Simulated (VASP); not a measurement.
Write the native input for VASP 6.6.1 that does the following.

```yaml
Task: relaxation of cell and atoms
Functional: PBEsol
Potentials_or_basis: VASP PAW PBE potentials, release 64 (Ta_pv, Si)
Cutoff: 600 eV
k_mesh: 10 × 10 × 7
Occupations: gaussian, width 0.1 eV
Spin: no spin polarisation
Dipole_correction: no
Further_INCAR_settings: ALGO = Normal; EDIFF = 1e-07; IBRION = 2; EDIFFG = -0.005; NSW = 100; ISIF = 3
```

The structure of TaSi2 lies in POSCAR:

```
TaSi2
1.0
    4.7840000000      0.0000000000      0.0000000000
   -2.3920000000      4.1430655317      0.0000000000
    0.0000000000      0.0000000000      6.5700000000
Ta Si
3 6
Direct
    0.5000000000      0.0000000000      0.5000000000
    0.5000000000      0.5000000000      0.8333333333
    0.0000000000      0.5000000000      0.1666666667
    0.1599000000      0.3198000000      0.5000000000
    0.8401000000      0.1599000000      0.8333333333
    0.6802000000      0.8401000000      0.1666666667
    0.8401000000      0.6802000000      0.5000000000
    0.1599000000      0.8401000000      0.8333333333
    0.3198000000      0.1599000000      0.1666666667
```

The input as run:

INCAR

```
PREC = Accurate
ENCUT = 600
EDIFF = 1E-7
ISMEAR = 0
SIGMA = 0.1
LREAL = F
LASPH = T
NELM = 60
ALGO = Normal
ISIF = 3
LWAVE = F
LCHARG = F
GGA = PS
IBRION = 2
NSW = 100
EDIFFG = -0.005
```

KPOINTS

```
regular mesh
0
Gamma
  10 10 7
```

Potentials or basis: VASP PAW PBE potentials, release 64 (Ta_pv, Si).

Command:

```bash
$ cat potpaw_PBE.64/Ta_pv/POTCAR potpaw_PBE.64/Si/POTCAR > POTCAR
$ mpirun -np 1 vasp_std > vasp.out
```

Results of the run:

* Relaxed volume: 14.32 Å³/atom
* Relaxed cell: a = 4.763 Å, b = 4.763 Å, c = 6.562 Å, α = 90.00°, β = 90.00°, γ = 120.00°
* Space group after relaxing (to 0.1 Å): P6_222 (No. 180)
* Energy gained by relaxing: 1.1 meV/atom
* Ionic steps: 8
* Pressure after relaxing: 0.0 GPa
* Band gap on the k mesh: zero (an odd number of electrons rules out a gap without spin polarisation)

Caveat: the PAW data sets were made with another functional, which shifts forces and pressure a little; spin-orbit coupling is left out, which moves the levels of the heavy elements.

Run time: 10 min on 1 thread of Intel(R) Xeon(R) 6975P-C (Granite Rapids), on a shared host, peak memory 0.46 GiB.
